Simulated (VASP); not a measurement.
# Ga2GeO4 (P1) in VASP: single point with PBEsol

Aim: the single point of Ga2GeO4 with PBEsol.

Program: VASP 6.6.1. These are calculated values, not measurements. Logs are shortened: lines on timing, memory, paths and dates and some standing lists are left out, and cuts for length are marked.

## (1) The cell of the first run

The typed cell holds 7 atoms: a = 6.117 Å, b = 5.532 Å, c = 3.011 Å, α = 105.07°, β = 100.55°, γ = 91.17°.

## (2) Single point, PBEsol

INCAR reads:

```
ALGO = Normal
EDIFF = 1E-7
ENCUT = 520
GGA = PS
ISIF = 2
ISMEAR = -1
LASPH = True
LCHARG = True
LELF = True
LREAL = False
LVHAR = True
LWAVE = False
NBANDS = 41
NELM = 100
PREC = Accurate
SIGMA = 0.05
```

KPOINTS reads:

```
k-points
0
Gamma
  4 4 6
```

POSCAR reads:

```
Ga2GeO4
1.0
    6.0911276574     -0.0959913748     -0.5527297233
   -0.0947151236      5.4810645711     -0.7451104410
   -0.2901577826     -0.3912976478      2.9715705505
Ga Ge O
2 1 4
Direct
    0.4360453214     -0.0747490821      0.4910100860
    0.1045720156      0.4736523407      0.6524582405
   -0.0531700342      0.0094947618     -0.0821048957
    0.2741624441      0.6166612087      0.2822452296
    0.1851584713      0.1212005747     -0.5094810521
    0.6039040702      0.9778708589      0.0786359348
    0.9086697505      0.3516357384      0.0186925825
```

Potentials or basis: VASP PAW PBE potentials, release 64 (Ga_d, Ge_d, O).

Started as:

```
$ cat potpaw_PBE.64/Ga_d/POTCAR potpaw_PBE.64/Ge_d/POTCAR potpaw_PBE.64/O/POTCAR > POTCAR
$ mpirun -np 1 vasp_std > vasp.out
```

OUTCAR:

```text
EDIFF = 1E-7
   ENCUT = 520
   GGA = PS
   ISIF = 2
   ISMEAR = -1
   LASPH = True
   LREAL = False
   NELM = 100
   PREC = Accurate

 ion  position               nearest neighbor table
   1  0.436  0.925  0.491-   6 1.82   6 1.82   4 1.85   5 1.90
   2  0.105  0.474  0.652-   4 1.94   4 1.95   5 1.98   7 1.99   7 2.00
   3  0.947  0.009  0.918-   7 1.86   5 1.99   6 2.25   5 2.29
   4  0.274  0.617  0.282-   1 1.85   2 1.94   2 1.95
   5  0.185  0.121  0.491-   1 1.90   2 1.98   3 1.99   3 2.29
   6  0.604  0.978  0.079-   1 1.82   1 1.82   3 2.25
   7  0.909  0.352  0.019-   3 1.86   2 1.99   2 2.00

  LATTYP: Found a triclinic cell.
 ALAT       =    12.5330215622
 B/A-ratio  =     0.7616226557
 C/A-ratio  =     0.5616549106
 COS(alpha) =     0.0104765404
 COS(beta)  =     0.4131703231
 COS(gamma) =     0.9076957337

  Lattice vectors:

 A1 = (  -5.9016974102, -10.8661377674,   2.0429506053)
 A2 = (  -6.2865703164,  -5.7763708441,   4.2694107148)
 A3 = (   0.6750306888,  -4.6984692755,  -5.1980306600)

Analysis of symmetry for initial positions (statically):
=====================================================================
 Subroutine PRICEL returns:
 Original cell was already a primitive cell.

 Routine SETGRP: Setting up the symmetry group for a
 triclinic supercell.

 Subroutine GETGRP returns: Found  1 space group operations
 (whereof  1 operations were pure point group operations)
 out of a pool of  2 trial point group operations.

The static configuration has the point symmetry C_1 .

Analysis of symmetry for dynamics (positions and initial velocities):
=====================================================================
 Subroutine PRICEL returns:
 Original cell was already a primitive cell.

 Routine SETGRP: Setting up the symmetry group for a
 triclinic supercell.

 Subroutine GETGRP returns: Found  1 space group operations
 (whereof  1 operations were pure point group operations)
 out of a pool of  2 trial point group operations.

The dynamic configuration has the point symmetry C_1 .

 Subroutine INISYM returns: Found  1 space group operations
 (whereof  1 operations are pure point group operations),
 and found     1 'primitive' translations

----------------------------------------------------------------------------------------

                                     Primitive cell

  volume of cell :      96.4852

  direct lattice vectors                    reciprocal lattice vectors
     6.091127657 -0.095991375 -0.552729723     0.165785083  0.005157808  0.016867199
    -0.094715124  5.481064571 -0.745110441     0.005197967  0.185933523  0.024991357
    -0.290157783 -0.391297648  2.971570551     0.032140379  0.047581533  0.345926272

  length of vectors
     6.116907767  5.532289703  3.011235116     0.166720722  0.187677548  0.350659368

  position of ions in fractional coordinates (direct lattice)
     0.436045321  0.925250918  0.491010086
     0.104572016  0.473652341  0.652458241
     0.946829966  0.009494762  0.917895104
     0.274162444  0.616661209  0.282245230
     0.185158471  0.121200575  0.490518948
     0.603904070  0.977870859  0.078635935
     0.908669751  0.351635738  0.018692583

  ion indices of the primitive-cell ions
   primitive index   ion index
                 1           1
                 2           2
                 3           3
                 4           4
                 5           5
                 6           6
                 7           7

----------------------------------------------------------------------------------------

 KPOINTS: k-points

Automatic generation of k-mesh.
 Grid dimensions read from file:
 generate k-points for:    4    4    6

 Generating k-lattice:

  Cartesian coordinates                     Fractional coordinates (reciprocal lattice)
     0.041446271  0.001289452  0.004216800     0.250000000  0.000000000  0.000000000
     0.001299492  0.046483381  0.006247839    -0.000000000  0.250000000  0.000000000
     0.005356730  0.007930256  0.057654379     0.000000000  0.000000000  0.166666667

  Length of vectors
     0.041680181  0.046919387  0.058443228

  Shift w.r.t. Gamma in fractional coordinates (k-lattice)
     0.000000000  0.000000000  0.000000000

 Subroutine IBZKPT returns following result:
 ===========================================

 Found     52 irreducible k-points:

 Following reciprocal coordinates:
            Coordinates               Weight
  0.000000  0.000000  0.000000      1.000000
  0.250000  0.000000  0.000000      2.000000
  0.500000  0.000000  0.000000      1.000000
  0.000000  0.250000 -0.000000      2.000000
  0.250000  0.250000 -0.000000      2.000000
  0.500000  0.250000 -0.000000      2.000000
[... 16 lines left out ...]
  0.000000 -0.250000  0.166667      2.000000
  0.250000 -0.250000  0.166667      2.000000
 [... further k-points ...]
   k-points           NKPTS =     52   k-points in BZ     NKDIM =     52   number of bands    NBANDS=     41
   number of dos      NEDOS =    301   number of ions     NIONS =      7
   total plane-waves  NPLWV =  48384
   dimension x,y,z NGX =    48 NGY =   42 NGZ =   24
   dimension x,y,z NGXF=    96 NGYF=   84 NGZF=   48
   ions per type =               2   1   4
   NGX,Y,Z   is equivalent  to a cutoff of  13.05, 12.62, 13.25 a.u.
   NGXF,Y,Z  is equivalent  to a cutoff of  26.09, 25.24, 26.50 a.u.
 SYSTEM =  unknown system
   PREC   = accura    normal or accurate (medium, high low for compatibility)
   ISTART =      0    job   : 0-new  1-cont  2-samecut
   ICHARG =      2    charge: 1-file 2-atom 10-const
   ISPIN  =      1    spin polarized calculation?
   LNONCOLLINEAR =      F non collinear calculations
   LSORBIT =      F    spin-orbit coupling
   LASPH  =      T    aspherical Exc in radial PAW
   ENCUT  =  520.0 eV  38.22 Ry    6.18 a.u.  11.37 10.29  5.60*2*pi/ulx,y,z
   NELM   =    100;   NELMIN=  2; NELMDL= -5     # of ELM steps
   EDIFF  = 0.1E-06   stopping-criterion for ELM
   LREAL  =      F    real-space projection
   EDIFFG = 0.1E-05   stopping-criterion for IOM
   NSW    =      0    number of steps for IOM
   IBRION =     -1    ionic relax: 0-MD 1-quasi-New 2-CG
   NFREE  =      0    steps in history (QN), initial steepest desc. (CG)
   ISIF   =      2    stress and relaxation
   ISYM   =      2    0-nonsym 1-usesym 2-fastsym
   POTIM  = 0.5000    time-step for ionic-motion
   TEBEG  =    0.0;   TEEND  =   0.0 temperature during run
   PSTRESS=    0.0 pullay stress
   NELECT =      64.0000    total number of electrons
   NUPDOWN=      -1.0000    fix difference up-down
   EMIN   =  10.00;   EMAX   =-10.00  energy-range for DOS
   EFERMI =   0.00;   METHOD = LEGACY
   ISMEAR =    -1;   SIGMA  =   0.05  broadening in eV -4-tet -1-fermi 0-gaus
   EFERMI_NEDOS =   21; number of points for ismear=-14 and -15
   IALGO  =     38    algorithm
   IMIX   =      4    mixing-type and parameters
     AMIX     =   0.40;   BMIX     =  1.00
     AMIX_MAG =   1.60;   BMIX_MAG =  1.00
  volume/ion in A,a.u.               =      13.78        93.02
  Fermi-wavevector in a.u.,A,eV,Ry     =   1.427736  2.698030 27.734523  2.038430
  Thomas-Fermi vector in A             =   2.547873
   LORBIT       =      0    0 simple, 1 ext, 2 COOP (PROOUT), +10 PAW based schemes
   GGA     = PS    functional components
   LHFCALC =     F    Hartree Fock is set to
   AEXX    =    0.0000 exact exchange contribution
   IVDW    =     0    specifies the selected vdW correction
   LEPSILON=     F    determine dielectric tensor
   LRPA    =     F    only Hartree local field effects (RPA)
 non-spin polarized calculation
  energy-cutoff  :      520.00
  volume of cell :       96.49
 maximum number of plane-waves:      2619
 NGX is ok and might be reduce to    48
   NGX = 23   NGY = 21   NGZ = 11

 number of electron      63.9999983 magnetization

 Free energy of the ion-electron system (eV)
  ---------------------------------------------------
  ext. energy  EPLUGINS =         0.00000000
  ---------------------------------------------------
  free energy    TOTEN  =       -43.24186117 eV

  energy without entropy =      -43.24186117  energy(sigma->0) =      -43.24186117

 E-fermi :   3.5113     XC(G=0): -10.2231

 val. band max:        2.3847515217   @ k =   0.5000   0.5000  -0.0000
 cond. band min:       4.6845803515   @ k =   0.5000   0.5000  -0.0000
 fundamental gap:      2.2998288297
 Fermi energy:         3.5112683692

 k-point     1 :       0.0000    0.0000    0.0000
  band No.  band energies     occupation
      1     -21.0872      2.00000
      2     -21.0378      2.00000
      3     -20.9978      2.00000
      4     -20.8989      2.00000
      5     -20.8720      2.00000
      6     -16.9670      2.00000
[... 33 lines left out ...]
     40      11.8976      0.00000
     41      12.4010      0.00000

 k-point     2 :       0.2500    0.0000    0.0000
  band No.  band energies     occupation
      1     -21.0872      2.00000
      2     -21.0379      2.00000
      3     -20.9974      2.00000
      4     -20.8989      2.00000
      5     -20.8720      2.00000
      6     -16.9247      2.00000
[... 33 lines left out ...]
     40      11.8136      0.00000
     41      12.7141      0.00000

 k-point     3 :       0.5000    0.0000    0.0000
  band No.  band energies     occupation
      1     -21.0871      2.00000
      2     -21.0379      2.00000
      3     -20.9971      2.00000
      4     -20.8988      2.00000
      5     -20.8720      2.00000
      6     -16.8762      2.00000
[... 33 lines left out ...]
     40      11.4736      0.00000
     41      12.8335      0.00000

 k-point     4 :       0.0000    0.2500   -0.0000
  band No.  band energies     occupation
      1     -21.0871      2.00000
      2     -21.0377      2.00000
      3     -20.9971      2.00000
      4     -20.8989      2.00000
      5     -20.8720      2.00000
      6     -16.8838      2.00000
[... 825 lines left out ...]
     40      12.2536      0.00000
     41      12.9503      0.00000

 k-point    23 :       0.0000   -0.2500    0.1667
  band No.  band energies     occupation
      1     -21.0710      2.00000
      2     -21.0532      2.00000
      3     -20.9934      2.00000
      4     -20.9041      2.00000
      5     -20.8728      2.00000
      6     -16.7163      2.00000
[... 33 lines left out ...]
     40      11.9289      0.00000
     41      12.5672      0.00000

 k-point    24 :       0.2500   -0.2500    0.1667
  band No.  band energies     occupation
      1     -21.0711      2.00000
      2     -21.0533      2.00000
      3     -20.9930      2.00000
      4     -20.9041      2.00000
      5     -20.8728      2.00000
      6     -16.6733      2.00000
[... 33 lines left out ...]
     40      11.8865      0.00000
     41      12.6268      0.00000

 [... further k-points ...]
[... 5 lines left out ...]
  --------------------------------------------------------------------------------------
  -------------------------------------------------------------------------------------
  Total        0.0630242      0.1018116      0.1791268      0.0479171      0.0061608      0.0097771
  in kB        1.0465427      1.6906249      2.9744757      0.7956838      0.1023028      0.1623534
  external PRESSURE =       1.9038811 kB  Pullay stress =       0.0000000 kB

 VOLUME and BASIS-vectors are now :
 -----------------------------------------------------------------------------
  energy-cutoff  :      520.00
  volume of cell :       96.49
      direct lattice vectors                 reciprocal lattice vectors
     6.091127657 -0.095991375 -0.552729723     0.165785083  0.005157808  0.016867199
    -0.094715124  5.481064571 -0.745110441     0.005197967  0.185933523  0.024991357
    -0.290157783 -0.391297648  2.971570551     0.032140379  0.047581533  0.345926272

 POSITION                                       TOTAL-FORCE (eV/Angst)
 -----------------------------------------------------------------------------------
      2.42590      4.83737      0.52864         0.028388      0.004288      0.002325
      0.40278      2.33078      1.52810         0.000823      0.036840      0.007858
      5.50003     -0.39802      2.19717        -0.029947     -0.035912     -0.017626
      1.52966      3.24320      0.22769         0.010964      0.009133      0.002964
      0.97402      0.45460      1.26496         0.014196     -0.009674      0.004621
      3.56302      5.27103     -0.82875         0.005043     -0.000747      0.003788
      5.49609      1.83280     -0.70871        -0.029468     -0.003927     -0.003931
 -----------------------------------------------------------------------------------
    total drift:                               -0.001345      0.000889      0.000953

  FREE ENERGIE OF THE ION-ELECTRON SYSTEM (eV)
  ---------------------------------------------------
  free  energy   TOTEN  =       -43.2418611698 eV

  energy  without entropy=      -43.2418611698  energy(sigma->0) =      -43.24186117
```

Run time: 5.3 min. Hardware: 1 thread of Intel Xeon 8259CL, shared host; peak memory 0.32 GiB.

Results:

```
Free energy            : -43.2419 eV
Pressure               : 0.2 GPa
Largest force          : 0.050 eV/Å
Band gap on the k mesh : 2.30 eV
```

Forces in eV/Å, atoms in the order of the input:
```
Ga   0.028  0.004  0.002
Ga   0.001  0.037  0.008
Ge  -0.030 -0.036 -0.018
O    0.011  0.009  0.003
O    0.014 -0.010  0.005
O    0.005 -0.001  0.004
O   -0.029 -0.004 -0.004
```

Levels at points of the mesh, in eV from the valence-band top:
```tsv
k point	band 30	band 31	band 32	band 33	band 34	band 35
(0.00, 0.00, 0.00)	-1.15	-1.06	-0.96	3.63	4.18	5.37
(0.50, 0.00, 0.00)	-1.36	-1.05	-0.24	2.68	4.70	6.17
(0.00, 0.50, 0.00)	-1.40	-1.08	-0.39	2.59	4.45	5.28
(0.50, 0.50, 0.00)	-1.12	-0.88	0.00	2.30	3.70	6.06
(0.00, 0.00, 0.50)	-1.44	-1.12	-0.08	3.16	4.63	6.26
(0.50, 0.00, 0.50)	-1.49	-1.26	-0.24	2.93	4.74	5.54
(0.00, 0.50, 0.50)	-1.55	-1.22	-0.05	3.15	4.60	6.12
(0.50, 0.50, 0.50)	-1.57	-1.07	-0.37	3.04	4.54	5.96
```

Caveat: the PAW data sets were made with another functional, which shifts forces and pressure a little. A k mesh can miss the band edges.
